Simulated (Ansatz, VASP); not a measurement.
Two plane-wave programs on GaP

```
Ga P
1.0
     0.00000    2.69570    2.69570
     2.69570    0.00000    2.69570
     2.69570    2.69570    0.00000
Ga P
1 1
Direct
  0.00000 0.00000 0.00000
  0.75000 0.75000 0.75000
```

Alike in both runs: functional LDA; k mesh 8 × 8 × 8; occupations gaussian, width 0.02 eV; no spin polarisation.

Ansatz relaxed the structure, and its values are those at the end. VASP's run is a single point on that final structure, the one shown.

|  | VASP | Ansatz |
| --- | --- | --- |
| version | VASP 6.6.1 | Ansatz 0.2.0 |
| potentials or method | VASP PAW LDA potentials, release 64 (Ga_d, P), cutoff 520 eV | scalar-relativistic, plane waves, PAW |
| valence electrons in the cell | 18 | 18 |

|  | VASP | Ansatz | Ansatz less VASP |
| --- | --- | --- | --- |
| gap on the k mesh at the Fermi level (eV) | 1.43 | 1.43 | 0.000 |
| least direct gap on the mesh (eV) | 1.91 | 1.88 | -0.029 |
| pressure (GPa) | 0.1 | 0.0 | -0.07 |

Ansatz warns that its potentials were made for another functional, while VASP's fit it. LDA's correlation is that of Perdew and Zunger in VASP and of Perdew and Wang (1992) in Ansatz.
